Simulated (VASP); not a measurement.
Write the native input for VASP 6.6.1 that does the following.

* Task: single point
* Functional: PBEsol
* Potentials or basis: VASP PAW PBE potentials, release 64 (W_sv, Ge_d)
* Cutoff: 520 eV
* k mesh: 3 × 3 × 3
* Occupations: gaussian, width 0.05 eV
* Spin: collinear spin
* Starting moments: [2.0, 0.0, 0.0, 0.0, 0.0, 0.0, 0.0, 0.0, 0.0, 0.0, 0.0, 0.0, 0.0, 0.0, 0.0, 0.0] μB
* Hubbard terms: W d U = 2.0 eV
* Dipole correction: no
* Further INCAR settings: LREAL = Auto; ALGO = Normal; EDIFF = 1e-06; NBANDS = 130

The structure of Ge15W lies in POSCAR:

```
Ge15W
1.0
    0.0000000000      5.6575400000      5.6575400000
    5.6575400000      0.0000000000      5.6575400000
    5.6575400000      5.6575400000      0.0000000000
W Ge
1 15
Direct
    1.0000000000      0.0000000000      0.0000000000
    0.9994882437      0.9994882437      0.5005117563
    0.9994882437      0.5005117563      0.9994882437
    0.9994882437      0.5005117563      0.5005117563
    0.5005117563      0.9994882437      0.9994882437
    0.5005117563      0.9994882437      0.5005117563
    0.5005117563      0.5005117563      0.9994882437
    0.5000000000      0.5000000000      0.5000000000
    0.1262845516      0.1262845516      0.1262845516
    0.1262845516      0.1262845516      0.6211463453
    0.1262845516      0.6211463453      0.1262845516
    0.1253257359      0.6248914214      0.6248914214
    0.6211463453      0.1262845516      0.1262845516
    0.6248914214      0.1253257359      0.6248914214
    0.6248914214      0.6248914214      0.1253257359
    0.6248914214      0.6248914214      0.6248914214
```

One way to write it, as run:

INCAR

```
ALGO = Normal
EDIFF = 1E-6
ENCUT = 520
GGA = PS
ISIF = 2
ISMEAR = 0
ISPIN = 2
LASPH = True
LCHARG = True
LDAU = True
LDAUJ = 0 0
LDAUL = 2 -1
LDAUPRINT = 1
LDAUTYPE = 2
LDAUU = 2 0
LELF = True
LMAXMIX = 4
LORBIT = 11
LREAL = Auto
LVHAR = True
LWAVE = False
MAGMOM = 2 0 0 0 0 0 0 0 0 0 0 0 0 0 0 0
NBANDS = 130
NELM = 150
PREC = Accurate
SIGMA = 0.05
```

KPOINTS

```
k-points
0
Gamma
  3 3 3
```

Potentials or basis: VASP PAW PBE potentials, release 64 (W_sv, Ge_d).

The run is started by

```sh
$ cat potpaw_PBE.64/W_sv/POTCAR potpaw_PBE.64/Ge_d/POTCAR > POTCAR
$ mpirun -np 1 vasp_std > vasp.out
```

It gave:

The pressure is 1.4 GPa, the largest force is 0.037 eV/Å and the band gap on the k mesh is 0.11 eV (least direct gap 0.21 eV). The net moment is 1.98 μB per cell and the site moments are W +1.48; Ge +0.02, -0.00, -0.02, +0.00 (each value once) μB. The valence electrons inside the program's atomic spheres are W 12.01; Ge 12.41, 12.48 (each value once).

Caveat: the PAW data sets were made with another functional, which shifts forces and pressure a little; spin-orbit coupling is left out, which moves the levels of the heavy elements; an odd mesh through Γ misses points on the zone boundary, where band edges can lie; the U is typed as a test and isn't derived for this compound.

It took 11 min on 1 thread of Oxide Virtual Turin-like Processor, with other jobs on the host, peak memory 0.76 GiB.
